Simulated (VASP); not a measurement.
Set up this calculation in VASP 6.6.1, as the native input.

```
Task                   : single point
Functional             : PBE
Potentials or basis    : VASP PAW PBE potentials, release 64 (Mg, O)
Cutoff                 : 520 eV
k mesh                 : 12 × 12 × 8
Occupations            : gaussian, width 0.1 eV
Spin                   : no spin polarisation
Dipole correction      : no
Further INCAR settings : ALGO = Normal; EDIFF = 1e-06; NBANDS = 16
```

The structure of MgO lies in POSCAR:

```
MgO
1.0
    3.6576787985      0.0000000000      0.0000000000
   -1.8288393992      3.1676427584      0.0000000000
    0.0000000000      0.0000000000      6.9350643056
Mg O
2 2
Direct
    0.0000000000      0.0000000000      0.5000000000
    0.0000000000      0.0000000000      0.0000000000
    0.3333333333      0.6666666667      0.0000000000
    0.6666666667      0.3333333333      0.0000000000
```

The cell was generated, and may not be a known phase.

These files were run (other wordings do the same):

INCAR

```
SYSTEM = MgO
ALGO     = Normal         ! electronic algorithm
EDIFF    = 1E-6           ! SCF threshold, eV
ENCUT    = 520            ! plane-wave cutoff, eV
GGA      = PE             ! functional
ISIF     = 2              ! what is computed and relaxed
ISMEAR   = 0              ! smearing method
LASPH    = .TRUE.         ! aspherical terms in the spheres
LCHARG   = .FALSE.        ! write CHGCAR
LREAL    = .FALSE.        ! projectors in reciprocal space
LWAVE    = .FALSE.        ! write WAVECAR
NBANDS   = 16             ! bands
NELM     = 100            ! most SCF steps
PREC     = Accurate       ! precision mode
SIGMA    = 0.1            ! smearing width, eV
```

KPOINTS

```
k-points
0
G
  12 12 8
  0 0 0
```

Potentials or basis: VASP PAW PBE potentials, release 64 (Mg, O).

Launch:

```sh
$ cat potpaw_PBE.64/Mg/POTCAR potpaw_PBE.64/O/POTCAR > POTCAR
$ mpirun -np 1 vasp_std > vasp.out
```

Results of the run:

```json
{
 "Pressure": "-0.2 GPa",
 "Band gap on the k mesh": "zero (bands 8 and 9 overlap by 0.98 eV)"
}
```

Run time: 74 s on 1 thread of AMD EPYC 9R45 96-Core Processor (Zen 5), on a shared host, peak memory 0.23 GiB.
